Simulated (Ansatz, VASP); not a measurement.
# Two plane-wave programs on SrTiO3

File POSCAR:

```
SrTiO3
1.0
   -2.7555000000      2.7555000000      3.8980000000
    2.7555000000     -2.7555000000      3.8980000000
    2.7555000000      2.7555000000     -3.8980000000
Sr Ti O
2 2 6
Direct
    0.7500000000      0.2500000000      0.5000000000
    0.2500000000      0.7500000000      0.5000000000
    0.0000000000      0.0000000000      0.0000000000
    0.5000000000      0.5000000000      0.0000000000
    0.2500000000      0.2500000000      0.0000000000
    0.7500000000      0.7500000000      0.0000000000
    0.7283236544      0.2283236544      0.9566473088
    0.2283236544      0.2716763456      0.5000000000
    0.2716763456      0.7716763456      0.0433526912
    0.7716763456      0.7283236544      0.5000000000
```

Contents of INCAR.step1:

```
SYSTEM = SrTiO3
PREC = Accurate
ENCUT = 520
ISMEAR = -1
SIGMA = 0.02
LREAL = .FALSE.
LASPH = .TRUE.
NELM = 60
NBANDS = 51
GGA = PE
ALGO = Normal
EDIFF = 1E-4
LWAVE = .TRUE.
LCHARG = .FALSE.
```

The input INCAR.step2:

```
SYSTEM = SrTiO3
PREC = Accurate
ENCUT = 520
EDIFF = 1E-8
ISMEAR = -1
SIGMA = 0.02
LREAL = .FALSE.
LASPH = .TRUE.
NELM = 60
ALGO = Normal
ISIF = 2
LWAVE = .FALSE.
LCHARG = .FALSE.
METAGGA = R2SCAN
LMIXTAU = .TRUE.
LEFG = .TRUE.
NBANDS = 51
ISTART = 1
```

Contents of KPOINTS:

```
Automatic mesh
0
G
  8 8 8
  0 0 0
```

Input for Ansatz:

```yaml
crystal:
  lattice:
    - [-2.7555, 2.7555, 3.898]
    - [2.7555, -2.7555, 3.898]
    - [2.7555, 2.7555, -3.898]
  atoms:
    - { symbol: Sr, position: [0.75, 0.25, 0.5] }
    - { symbol: Sr, position: [0.25, 0.75, 0.5] }
    - { symbol: Ti, position: [0.0, 0.0, 0.0] }
    - { symbol: Ti, position: [0.5, 0.5, 0.0] }
    - { symbol: O, position: [0.25, 0.25, 0.0] }
    - { symbol: O, position: [0.75, 0.75, 0.0] }
    - { symbol: O, position: [0.7283236544, 0.2283236544, 0.9566473088] }
    - { symbol: O, position: [0.2283236544, 0.2716763456, 0.5] }
    - { symbol: O, position: [0.2716763456, 0.7716763456, 0.0433526912] }
    - { symbol: O, position: [0.7716763456, 0.7283236544, 0.5] }
kpoints:
  mp_grid: { grid: [8, 8, 8] }
scf:
  occupations: { method: fermi_dirac, width: 0.02 }
hamiltonian:
  xc: r2scan
  pseudopotentials: { kind: paw, frozen_core: stored }
output:
  forces: true
  stress: true
  populations: true
  efg: { quadrupole_moments_barn: { Sr: 0.305, Ti: 0.247, O: -0.02558 } }
```

Alike in both runs: task electric field gradients; functional r2SCAN; k mesh 8 × 8 × 8; occupations fermi-dirac, width 0.02 eV; no spin polarisation.

```csv
,VASP,Ansatz
version,VASP 6.6.1,Ansatz 0.2.0
potentials or method,"VASP PAW PBE potentials, release 64 (Sr_sv, Ti_sv, O)","plane-wave PAW, scalar-relativistic"
plane-wave cutoff (eV),520,500
valence electrons in the cell,80,80
```

```csv
,VASP,Ansatz,Ansatz less VASP
gap on the k mesh at the Fermi level (eV),2.37,2.35,-0.014
pressure (GPa),2.1,1.1,-1.02
"traceless stress, the component that is largest in VASP (GPa)",0.83,0.80,-0.031
rms of the force components (eV/Å),0.010,0.010,+0.0002
size of Vzz on the site where it differs most (V/Å²),14.2,15.9,+1.75
```

VASP's potentials were made for PBE, not for r2SCAN. Atom by atom the forces differ by 0.000 eV/Å (rms over components).
